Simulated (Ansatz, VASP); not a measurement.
**KCl in VASP and in Ansatz**

```
K Cl
1.0
     3.67034    0.00000    0.00000
     0.00000    3.67034    0.00000
     0.00000    0.00000    3.63400
K Cl
1 1
Direct
  0.00000 0.00000 0.00000
  0.50000 0.50000 0.50000
```

Change from the starting cell: equal xx and yy strain of +1 %.

Alike in both runs: task single point; functional PBE; k mesh 7 × 7 × 7; occupations fermi-dirac, width 0.02 eV; no spin polarisation.

|  | VASP | Ansatz |
| --- | --- | --- |
| version | VASP 6.6.1 | Ansatz 0.2.0 |
| potentials or method | VASP PAW PBE potentials, release 64 (K_sv, Cl), cutoff 520 eV | all-electron LAPW, scalar-relativistic |

VASP gave:

| Property | Result |
| --- | --- |
| gap on the k mesh at the Fermi level (eV) | 5.47 |
| pressure (GPa) | 3.8 |
| traceless stress, the component that is largest in VASP (GPa) | 0.34 |

Q: What did Ansatz give for the same quantities?

A: gap on the k mesh at the Fermi level (eV): 5.47; pressure (GPa): 3.7; traceless stress, the component that is largest in VASP (GPa): 0.34.

Ansatz ran all-electron here, and VASP with PAW potentials.
